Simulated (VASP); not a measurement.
# Tc12H (a cell with a defect) in VASP: notebook

Tc12H (a cell with a defect) is run at these levels: PBE; tasks: single point.

Everything below comes from runs of VASP 6.6.1. Logs are shortened: lines on timing, memory, paths and dates and some standing lists are left out, and cuts for length are marked.

### 1 The cell of the first run

The cell holds a defect, 13 atoms: a = 5.480 Å, b = 8.220 Å, c = 4.395 Å, α = 90.00°, β = 90.00°, γ = 120.00°.

### 2 Single point, PBE

File INCAR:

```
SYSTEM = Tc12H
PREC = Accurate
ENCUT = 520
EDIFF = 1E-7
ISMEAR = -1
SIGMA = 0.05
LREAL = .FALSE.
LASPH = .TRUE.
NELM = 100
ALGO = Normal
ISIF = 2
LWAVE = .FALSE.
LCHARG = .FALSE.
GGA = PE
NBANDS = 90
```

File KPOINTS:

```
Automatic mesh
0
G
  3 2 3
  0 0 0
```

File POSCAR:

```
Tc12H
1.0
    5.4800000000      0.0000000000      0.0000000000
   -4.1100000000      7.1187290000      0.0000000000
    0.0000000000      0.0000000000      4.3949600000
Tc H
12 1
Direct
   -0.0099171449      0.0114486729     -0.0266669094
    0.1924870927      0.2474037149      0.5190035859
    0.0168618047      0.3145505328     -0.0142890948
    0.1586794805      0.5508427136      0.5185257659
   -0.0036920300      0.6736174393     -0.0233676757
    0.1708036542      0.8967893004      0.4823707155
    0.5009655717     -0.0066444445      0.0152902415
    0.6521051443      0.2130015063      0.4818701422
    0.4929454321      0.3246085081     -0.0016609935
    0.6812346991      0.5580209613      0.5200502394
    0.5114161598      0.6598930792      0.0544259788
    0.6726601437      0.8843011161      0.5109944118
    0.8780583082      0.4521312723      0.2663733003
```

Potentials or basis: VASP PAW PBE potentials, release 64 (Tc_pv, H).

On the command line:

```console
$ cat potpaw_PBE.64/Tc_pv/POTCAR potpaw_PBE.64/H/POTCAR > POTCAR
$ mpirun -np 1 vasp_std > vasp.out
```

OUTCAR:

```text
SYSTEM = Tc12H
   PREC = Accurate
   ENCUT = 520
   EDIFF = 1E-7
   ISMEAR = -1
   LREAL = .FALSE.
   LASPH = .TRUE.
   NELM = 100
   ISIF = 2
   GGA = PE

 ion  position               nearest neighbor table
   1  0.990  0.011  0.973-   3 2.42  12 2.54   2 2.61   7 2.62   9 2.67   6 2.73  11 2.79   6 2.79
                             5 2.79  12 2.81   7 2.88   2 2.93
   2  0.192  0.247  0.519-   3 2.44   9 2.55   4 2.59   1 2.61  10 2.62   8 2.68   3 2.69   9 2.70
                             6 2.83   8 2.84  12 2.92   1 2.93
   3  0.017  0.315  0.986-  13 2.06   1 2.42   2 2.44   9 2.57   4 2.66   2 2.69   7 2.74   8 2.79
                            11 2.79   8 2.82   4 2.89   9 2.91   5 3.01
   4  0.159  0.551  0.519-  13 1.73   2 2.59   5 2.60  11 2.64  10 2.65   3 2.66  12 2.78   8 2.78
                             6 2.82  10 2.83   3 2.89  11 2.89   5 2.89
   5  0.996  0.674  0.977-  13 2.04  10 2.50   4 2.60  11 2.62   6 2.69   7 2.70   6 2.73   1 2.79
                             9 2.82  10 2.82   4 2.89  11 2.90   3 3.01
   6  0.171  0.897  0.482-   7 2.58   8 2.62  12 2.68   5 2.69   1 2.73   5 2.73  10 2.74   1 2.79
                            12 2.81   4 2.82   7 2.82   2 2.83
   7  0.501  0.993  0.015-   8 2.58   6 2.58   1 2.62  12 2.70   5 2.70  12 2.73   3 2.74   9 2.75
                            11 2.78   8 2.82   6 2.82   1 2.88
   8  0.652  0.213  0.482-  13 1.96   7 2.58   6 2.62   9 2.63   2 2.68   9 2.75  12 2.76  10 2.76
                             4 2.78   3 2.79   3 2.82   7 2.82   2 2.84
   9  0.493  0.325  0.998-   2 2.55   3 2.57   8 2.63   1 2.67  10 2.68   2 2.70  11 2.72   7 2.75
                             8 2.75   5 2.82  10 2.83   3 2.91
  10  0.681  0.558  0.520-  13 2.03   5 2.50  11 2.56   2 2.62   4 2.65   9 2.68  12 2.71   6 2.74
                             8 2.76  11 2.80   5 2.82   9 2.83   4 2.83
  11  0.511  0.660  0.054-  10 2.56  12 2.57   5 2.62   4 2.64   9 2.72   7 2.78   1 2.79   3 2.79
                            10 2.80  12 2.87   4 2.89   5 2.90
  12  0.673  0.884  0.511-   1 2.54  11 2.57   6 2.68   7 2.70  10 2.71   7 2.73   8 2.76   4 2.78
                             6 2.81   1 2.81  11 2.87   2 2.92
  13  0.878  0.452  0.266-   4 1.73   8 1.96  10 2.03   5 2.04   3 2.06

  LATTYP: Found a simple monoclinic cell.
 ALAT       =     5.4800000000
 B/A-ratio  =     0.8020000000
 C/A-ratio  =     1.3228756879
 COS(beta)  =    -0.1889822319

  Lattice vectors:

 A1 = (   5.4800000000,   0.0000000000,   0.0000000000)
 A2 = (   0.0000000000,   0.0000000000,   4.3949600000)
 A3 = (  -1.3700000000,  -7.1187290000,   0.0000000000)

Analysis of symmetry for initial positions (statically):
=====================================================================
 Subroutine PRICEL returns:
 Original cell was already a primitive cell.

 Routine SETGRP: Setting up the symmetry group for a
 simple monoclinic supercell.

 Subroutine GETGRP returns: Found  1 space group operations
 (whereof  1 operations were pure point group operations)
 out of a pool of  4 trial point group operations.

The static configuration has the point symmetry C_1 .

Analysis of symmetry for dynamics (positions and initial velocities):
=====================================================================
 Subroutine PRICEL returns:
 Original cell was already a primitive cell.

 Routine SETGRP: Setting up the symmetry group for a
 simple monoclinic supercell.

 Subroutine GETGRP returns: Found  1 space group operations
 (whereof  1 operations were pure point group operations)
 out of a pool of  4 trial point group operations.

The dynamic configuration has the point symmetry C_1 .

 Subroutine INISYM returns: Found  1 space group operations
 (whereof  1 operations are pure point group operations),
 and found     1 'primitive' translations

----------------------------------------------------------------------------------------

                                     Primitive cell

  volume of cell :     171.4502

  direct lattice vectors                    reciprocal lattice vectors
     5.480000000  0.000000000  0.000000000     0.182481752  0.105355886  0.000000000
    -4.110000000  7.118729000  0.000000000     0.000000000  0.140474514  0.000000000
[... 71 lines left out ...]
|                                                                             |
|     Results are often still useful ...                                      |
|                                                                             |
 -----------------------------------------------------------------------------

 Subroutine IBZKPT returns following result:
 ===========================================

 Found     10 irreducible k-points:

 Following reciprocal coordinates:
            Coordinates               Weight
  0.000000  0.000000  0.000000      1.000000
  0.333333  0.000000  0.000000      2.000000
  0.000000  0.500000  0.000000      1.000000
  0.333333  0.500000  0.000000      2.000000
  0.000000  0.000000  0.333333      2.000000
  0.333333  0.000000  0.333333      2.000000
 -0.333333 -0.000000  0.333333      2.000000
  0.000000  0.500000  0.333333      2.000000
  0.333333  0.500000  0.333333      2.000000
 -0.333333  0.500000  0.333333      2.000000
   k-points           NKPTS =     10   k-points in BZ     NKDIM =     10   number of bands    NBANDS=     90
   number of dos      NEDOS =    301   number of ions     NIONS =     13
   total plane-waves  NPLWV =  96768
   dimension x,y,z NGX =    42 NGY =   64 NGZ =   36
   dimension x,y,z NGXF=    84 NGYF=  128 NGZF=   72
   ions per type =              12   1
   NGX,Y,Z   is equivalent  to a cutoff of  12.74, 12.94, 13.62 a.u.
   NGXF,Y,Z  is equivalent  to a cutoff of  25.48, 25.89, 27.24 a.u.
 SYSTEM =  Tc12H
   PREC   = accura    normal or accurate (medium, high low for compatibility)
   ISTART =      0    job   : 0-new  1-cont  2-samecut
   ICHARG =      2    charge: 1-file 2-atom 10-const
   ISPIN  =      1    spin polarized calculation?
   LNONCOLLINEAR =      F non collinear calculations
   LSORBIT =      F    spin-orbit coupling
   LASPH  =      T    aspherical Exc in radial PAW
   ENCUT  =  520.0 eV  38.22 Ry    6.18 a.u.  10.19 15.28  8.17*2*pi/ulx,y,z
   NELM   =    100;   NELMIN=  2; NELMDL= -5     # of ELM steps
   EDIFF  = 0.1E-06   stopping-criterion for ELM
   LREAL  =      F    real-space projection
   EDIFFG = 0.1E-05   stopping-criterion for IOM
   NSW    =      0    number of steps for IOM
   IBRION =     -1    ionic relax: 0-MD 1-quasi-New 2-CG
   NFREE  =      0    steps in history (QN), initial steepest desc. (CG)
   ISIF   =      2    stress and relaxation
   ISYM   =      2    0-nonsym 1-usesym 2-fastsym
   POTIM  = 0.5000    time-step for ionic-motion
   TEBEG  =    0.0;   TEEND  =   0.0 temperature during run
   PSTRESS=    0.0 pullay stress
   NELECT =     157.0000    total number of electrons
   NUPDOWN=      -1.0000    fix difference up-down
   EMIN   =  10.00;   EMAX   =-10.00  energy-range for DOS
   EFERMI =   0.00;   METHOD = LEGACY
   ISMEAR =    -1;   SIGMA  =   0.05  broadening in eV -4-tet -1-fermi 0-gaus
   EFERMI_NEDOS =   21; number of points for ismear=-14 and -15
   IALGO  =     38    algorithm
   IMIX   =      4    mixing-type and parameters
     AMIX     =   0.40;   BMIX     =  1.00
     AMIX_MAG =   1.60;   BMIX_MAG =  1.00
  volume/ion in A,a.u.               =      13.19        89.00
  Fermi-wavevector in a.u.,A,eV,Ry     =   1.589750  3.004191 34.386057  2.527304
  Thomas-Fermi vector in A             =   2.688551
   LORBIT       =      0    0 simple, 1 ext, 2 COOP (PROOUT), +10 PAW based schemes
   GGA     = PE    functional components
   LHFCALC =     F    Hartree Fock is set to
   AEXX    =    0.0000 exact exchange contribution
   IVDW    =     0    specifies the selected vdW correction
   LEPSILON=     F    determine dielectric tensor
   LRPA    =     F    only Hartree local field effects (RPA)
 non-spin polarized calculation
  energy-cutoff  :      520.00
  volume of cell :      171.45
 maximum number of plane-waves:      4639
 NGX is ok and might be reduce to    42
   NGX = 21   NGY = 31   NGZ = 17

 number of electron     157.0000003 magnetization

 Free energy of the ion-electron system (eV)
  ---------------------------------------------------
  ext. energy  EPLUGINS =         0.00000000
  ---------------------------------------------------
  free energy    TOTEN  =      -126.27979273 eV

  energy without entropy =     -126.17826336  energy(sigma->0) =     -126.22902805

 E-fermi :  12.9028     XC(G=0): -13.8427

 val. band max:       12.8855206761   @ k =   0.3333   0.5000   0.0000
 cond. band min:      12.9217664427   @ k =   0.3333   0.0000   0.3333
 fundamental gap:      0.0362457666
 Fermi energy:        12.9027796272

 k-point     1 :       0.0000    0.0000    0.0000
  band No.  band energies     occupation
      1     -26.8355      2.00000
      2     -26.6810      2.00000
      3     -26.5749      2.00000
      4     -26.4837      2.00000
      5     -26.3833      2.00000
      6     -26.3802      2.00000
[... 919 lines left out ...]
     89      14.6979      0.00000
     90      14.7557      0.00000

------------------------ aborting loop because EDIFF is reached ----------------------------------------

  FORCE on cell =-STRESS in cart. coord.  units (eV):
  Direction    XX          YY          ZZ          XY          YZ          ZX
  --------------------------------------------------------------------------------------
  -------------------------------------------------------------------------------------
  Total       12.5269533     12.1559944     13.1805334     -0.4573140      1.1118757      0.6408663
  in kB      117.0625814    113.5960237    123.1701929     -4.2735339     10.3903190      5.9888032
  external PRESSURE =     117.9429327 kB  Pullay stress =       0.0000000 kB

 VOLUME and BASIS-vectors are now :
 -----------------------------------------------------------------------------
  energy-cutoff  :      520.00
  volume of cell :      171.45
      direct lattice vectors                 reciprocal lattice vectors
     5.480000000  0.000000000  0.000000000     0.182481752  0.105355886  0.000000000
    -4.110000000  7.118729000  0.000000000     0.000000000  0.140474514  0.000000000
     0.000000000  0.000000000  4.394960000     0.000000000  0.000000000  0.227533356

 POSITION                                       TOTAL-FORCE (eV/Angst)
 -----------------------------------------------------------------------------------
      5.37860      0.08150      4.27776         1.838216     -1.981970      1.458120
      0.03800      1.76120      2.28100        -0.113782     -1.850428     -1.844860
     -1.20040      2.23920      4.33216        -2.524959      2.287392      0.765401
     -1.39440      3.92130      2.27890         1.423631      1.194291      0.388159
      2.69120      4.79530      4.29226         1.078233     -0.041462      1.314510
     -2.74980      6.38400      2.12000        -0.059316     -0.336244      0.479844
     -1.33740      7.07143      0.06720        -0.880959      0.155487     -1.092943
      2.69810      1.51630      2.11780         0.979750     -0.024020      1.575648
      1.36720      2.31080      4.38766         1.195562      0.205350      0.194994
      1.43970      3.97240      2.28560        -0.785281      0.166501     -0.330425
      0.09040      4.69760      0.23920        -0.943290      0.308480     -2.128115
      0.05170      6.29510      2.24580        -0.466041      0.223876     -0.037924
      2.95350      3.21860      1.17070        -0.741762     -0.307254     -0.742409
 -----------------------------------------------------------------------------------
    total drift:                               -0.000197     -0.000024     -0.000089

  FREE ENERGIE OF THE ION-ELECTRON SYSTEM (eV)
  ---------------------------------------------------
  free  energy   TOTEN  =      -126.2797927322 eV

  energy  without entropy=     -126.1782633632  energy(sigma->0) =     -126.22902805
```

Run time: 4.6 min. Hardware: 1 thread of Intel Xeon Platinum 8559C (Emerald Rapids), shared host; peak memory 0.34 GiB.

Results:

```
Free energy            : -126.2798 eV
Pressure               : 11.8 GPa
Largest force          : 3.492 eV/Å
Band gap on the k mesh : zero (an odd number of electrons rules out a gap without spin polarisation)
```

Forces on the atoms (eV/Å):
```
Tc   1.838 -1.982  1.458
Tc  -0.114 -1.850 -1.845
Tc  -2.525  2.287  0.765
Tc   1.424  1.194  0.388
Tc   1.078 -0.041  1.315
Tc  -0.059 -0.336  0.480
Tc  -0.881  0.155 -1.093
Tc   0.980 -0.024  1.576
Tc   1.196  0.205  0.195
Tc  -0.785  0.167 -0.330
Tc  -0.943  0.308 -2.128
Tc  -0.466  0.224 -0.038
H   -0.742 -0.307 -0.742
```

Stress tensor (GPa, compression positive):
```
11.71 -0.43  0.60
-0.43 11.36  1.04
 0.60  1.04 12.32
```

Levels at points of the mesh, in eV from the Fermi level:
```csv
k point,band 75,band 76,band 77,band 78,band 79,band 80,band 81,band 82
"(0.00, 0.00, 0.00)",-0.74,-0.68,-0.52,-0.43,-0.34,0.11,0.98,1.22
"(0.00, 0.50, 0.00)",-0.75,-0.69,-0.53,-0.48,-0.46,-0.22,-0.08,-0.04
```

Caveat: the k points lie up to 0.48 Å⁻¹ apart, too coarse for converged energies and pressures of a metal; the atoms stand as in a frame of molecular dynamics.

### 3 Single point, PBE

File INCAR:

```
SYSTEM = Tc12H
PREC = Accurate ; ENCUT = 520
EDIFF = 1E-6 ; ISMEAR = -1
SIGMA = 0.05 ; LREAL = .False.
LASPH = .True. ; NELM = 80
ALGO = Normal ; ISIF = 2
LWAVE = .False. ; LCHARG = .False.
GGA = PE ; NBANDS = 90
```

File KPOINTS:

```
regular mesh
0
Gamma
  3 2 3
  0 0 0
```

File POSCAR:

```
Tc12H
1.0
    5.4800000000      0.0000000000      0.0000000000
   -4.1100000000      7.1187290000      0.0000000000
    0.0000000000      0.0000000000      4.3949600000
Tc H
12 1
Direct
   -0.0175173976     -0.0022616397     -0.0291015163
    0.1757000817      0.2472351455      0.5225075996
    0.0132891507      0.3343855343     -0.0172925351
    0.1810660356      0.5601561739      0.5298796804
    0.0138909481      0.6928764952     -0.0195678686
    0.1754825087      0.9011299629      0.4673990207
    0.4936366131     -0.0057594551      0.0029351803
    0.6374223847      0.2003588000      0.4783206218
    0.4931789560      0.3166716980      0.0201594554
    0.6788803733      0.5549305220      0.5269217467
    0.5097895714      0.6490624942      0.0411607842
    0.6819032823      0.8787664202      0.5135427854
    0.8610662096      0.4795238026      0.2369077307
```

Potentials or basis: VASP PAW PBE potentials, release 64 (Tc_pv, H).

On the command line:

```console
$ cat potpaw_PBE.64/Tc_pv/POTCAR potpaw_PBE.64/H/POTCAR > POTCAR
$ mpirun -np 1 vasp_std > vasp.out
```

It took 3.7 min on 1 thread of Intel Xeon Platinum 8559C (Emerald Rapids), shared host; peak memory 0.34 GiB.

It converged, with:

```
Free energy            : -126.4184 eV
Pressure               : 11.4 GPa
Largest force          : 2.516 eV/Å
Band gap on the k mesh : zero (an odd number of electrons rules out a gap without spin polarisation)
```

Forces on the atoms (eV/Å):
```
Tc   0.292  0.461  1.418
Tc   0.412 -1.847 -1.523
Tc  -0.837  0.365  0.921
Tc  -0.231  0.378 -0.859
Tc   1.004 -1.574  0.735
Tc  -0.121 -0.855  1.282
Tc   0.459  0.255 -0.818
Tc   1.213  1.245  1.819
Tc  -0.175  0.665 -1.067
Tc  -0.311 -0.177 -0.114
Tc  -0.989  0.876 -1.248
Tc  -0.971  0.612 -0.583
H    0.255 -0.405  0.036
```

Stress tensor (GPa, compression positive):
```
10.19 -0.24 -0.08
-0.24 11.06  1.25
-0.08  1.25 12.82
```

Levels at points of the mesh, in eV from the Fermi level:
```tsv
k point	band 74	band 75	band 76	band 77	band 78	band 79	band 80	band 81	band 82	band 83
(0.00, 0.00, 0.00)	-0.77	-0.69	-0.65	-0.51	-0.45	-0.28	-0.08	1.10	1.21	1.31
(0.00, 0.50, 0.00)	-0.73	-0.66	-0.58	-0.52	-0.47	-0.35	-0.31	-0.17	-0.04	-0.02
```

Caveat: the k points lie up to 0.48 Å⁻¹ apart, too coarse for converged energies and pressures of a metal; the atoms stand as in a frame of molecular dynamics.

### 4 Single point, PBE

File INCAR:

```
PREC     = Accurate       # precision mode
ENCUT    = 520            # plane-wave cutoff, eV
EDIFF    = 1E-7           # SCF threshold, eV
ISMEAR   = -1             # smearing method
SIGMA    = 0.05           # smearing width, eV
LREAL    = False          # projectors in reciprocal space
LASPH    = True           # aspherical terms in the spheres
NELM     = 80             # most SCF steps
ALGO     = Normal         # electronic algorithm
ISIF     = 2              # what is computed and relaxed
LWAVE    = False          # write WAVECAR
LCHARG   = False          # write CHGCAR
GGA      = PE             # functional
NBANDS   = 90             # bands
```

File KPOINTS:

```
Automatic mesh
0
Gamma
  3 2 3
```

File POSCAR:

```
Tc12H
1.0
    5.4800000000      0.0000000000      0.0000000000
   -4.1100000000      7.1187290000      0.0000000000
    0.0000000000      0.0000000000      4.3949600000
Tc H
12 1
Direct
   -0.0178160025     -0.0129517502     -0.0100797277
    0.1520565488      0.2304062987      0.5032127710
    0.0021518789      0.3566647923     -0.0076223674
    0.2046219469      0.5733888732      0.5287192602
    0.0318296209      0.6966974020     -0.0029351803
    0.1725381899      0.8972528663      0.4716311411
    0.4934839827     -0.0025566362     -0.0208648088
    0.6452639535      0.1986731058      0.5023253909
    0.4936843530      0.3142555363      0.0250059159
    0.6724726290      0.5501824834      0.5298114204
    0.5032429064      0.6469272815      0.0096701676
    0.6837725115      0.8791176065      0.5076951781
    0.8059469597      0.4328441215      0.2673972004
```

On the command line:

```console
$ cat potpaw_PBE.64/Tc_pv/POTCAR potpaw_PBE.64/H/POTCAR > POTCAR
$ mpirun -np 1 vasp_std > vasp.out
```

It took 4.5 min on 1 thread of Intel Xeon Platinum 8559C (Emerald Rapids), shared host; peak memory 0.34 GiB.

Results (log left out):

* Free energy: -126.4841 eV
* Pressure: 11.0 GPa
* Largest force: 2.373 eV/Å
* Band gap on the k mesh: zero (an odd number of electrons rules out a gap without spin polarisation)

Forces in eV/Å, atoms in the order of the input:
```
Tc  -0.535  1.671  0.176
Tc   0.742 -0.165  0.274
Tc   1.408 -1.863 -0.069
Tc  -1.311 -0.903 -1.153
Tc   0.011 -2.106  0.220
Tc   0.117 -0.643  1.106
Tc   1.246  0.197  0.692
Tc   0.234  1.092  0.439
Tc  -1.801  0.521 -1.455
Tc   0.147 -0.197 -0.411
Tc   0.011  1.320  0.520
Tc  -0.779  0.689 -0.511
H    0.512  0.387  0.171
```

Stress tensor (GPa, compression positive):
```
10.66  1.29 -0.01
 1.29 12.08  1.01
-0.01  1.01 10.39
```

Levels at points of the mesh, in eV from the Fermi level:
| k point | band 75 | band 76 | band 77 | band 78 | band 79 | band 80 | band 81 | band 82 |
| --- | --- | --- | --- | --- | --- | --- | --- | --- |
| (0.00, 0.00, 0.00) | -0.73 | -0.60 | -0.54 | -0.43 | -0.17 | -0.12 | 1.01 | 1.17 |
| (0.00, 0.50, 0.00) | -0.70 | -0.63 | -0.60 | -0.49 | -0.42 | -0.33 | -0.16 | -0.06 |

Caveat: the k points lie up to 0.48 Å⁻¹ apart, too coarse for converged energies and pressures of a metal; the atoms stand as in a frame of molecular dynamics.

### 5 The runs side by side

| cell | gap on the mesh (eV) | pressure (GPa) | largest force (eV/Å) |
| --- | --- | --- | --- |
| as given, atomic positions A | none | 11.8 | 3.49 |
| as given, atomic positions B | none | 11.4 | 2.52 |
| as given, atomic positions C | none | 11.0 | 2.37 |

Alike in all rows: task single point; level PBE; potentials or basis VASP PAW PBE potentials, release 64 (Tc_pv, H); no spin polarisation; k mesh 3 × 2 × 3; cutoff (eV) 520; smearing fermi-dirac 0.05 eV.

Caveats: all runs use coarse meshes; the atoms stand as in a frame of molecular dynamics.

Absolute energies hang on the potentials; compare differences alone.
